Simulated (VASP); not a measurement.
# Au: single point with PBE

Au:

```
CELL_PARAMETERS angstrom
0.00000 2.08564 2.08564
2.08564 0.00000 2.08564
2.08564 2.08564 0.00000
ATOMIC_POSITIONS crystal
Au 0.00000 0.00000 0.00000
```

- Program: VASP 6.6.1
- Task: single point
- Functional: PBE
- Potentials or basis: VASP PAW PBE potentials, release 64 (Au)
- Cutoff: 500 eV
- k mesh: 8 × 8 × 8
- Occupations: gaussian, width 0.1 eV
- Spin: no spin polarisation
- Dipole correction: no
- Further INCAR settings: ALGO = Normal; EDIFF = 1e-06; NBANDS = 12

```yaml
Pressure: -0.8 GPa
Band_gap_on_the_k_mesh: zero (an odd number of electrons rules out a gap without spin polarisation)
```

Levels at points of the mesh, in eV from the Fermi level:
```
           k point  band 2  band 3  band 4  band 5  band 6  band 7  band 8  band 9  band 10  band 11
(0.00, 0.00, 0.00)   -4.26   -4.26   -4.26   -2.90   -2.90   14.69   18.33   18.33    18.33    23.04
(0.50, 0.00, 0.00)   -4.29   -4.29   -1.83   -1.83   -0.57    2.85   14.13   16.76    16.76    24.10
(0.50, 0.50, 0.00)   -6.11   -1.87   -1.54   -1.54    1.30    5.39    9.93    9.93    16.64    19.08
```

It took 6.8 s on 1 thread of Intel Xeon 8259CL, on a shared host, peak memory 0.14 GiB.

Caveat: spin-orbit coupling is left out, which moves the levels of the heavy elements.
